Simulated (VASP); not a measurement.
**LiH: single point with PBE-based global hybrid**

Crystal: LiH.

```
CELL_PARAMETERS angstrom
2.50166 0.00000 0.00000
0.00000 2.50166 0.00000
0.00000 0.00000 2.50166
ATOMIC_POSITIONS crystal
Li 0.00000 0.00000 0.00000
H 0.50000 0.50000 0.50000
```

- Program: VASP 6.6.1
- Task: single point
- Functional: PBE-based global hybrid
- Potentials or basis: VASP PAW PBE potentials, release 64 (Li_sv, H)
- Cutoff: 520 eV
- k mesh: 4 × 4 × 4
- Occupations: gaussian, width 0.01 eV
- Spin: no spin polarisation
- Dipole correction: no
- Grid for exact exchange (PRECFOCK): Normal
- Share of exact exchange: 0.05
- Further INCAR settings: ALGO = Normal; EDIFF = 1e-06; NBANDS = 9

```json
{"Band gap on the k mesh": "0.97 eV, indirect (least direct gap 4.53 eV)"}
```

Levels at points of the mesh, in eV from the valence-band top:
| k point | band 1 | band 2 | band 3 | band 4 | band 5 | band 6 |
| --- | --- | --- | --- | --- | --- | --- |
| (0.00, 0.00, 0.00) | -48.96 | -9.06 | 12.29 | 12.29 | 12.29 | 13.03 |
| (0.50, 0.00, 0.00) | -48.90 | -6.76 | 0.97 | 11.84 | 16.57 | 16.57 |
| (0.50, 0.50, 0.00) | -48.85 | -2.74 | 1.79 | 1.79 | 9.42 | 19.79 |
| (0.50, 0.50, 0.50) | -48.81 | 0.00 | 6.71 | 6.71 | 6.71 | 9.07 |

Wall time 5.3 s on 1 thread of Intel(R) Xeon(R) Platinum 8259CL CPU @ 2.50GHz (Skylake/Cascade Lake), with other jobs on the host, peak memory 0.12 GiB.

Caveat: the k points lie up to 0.63 Å⁻¹ apart. A k mesh can miss the band edges.
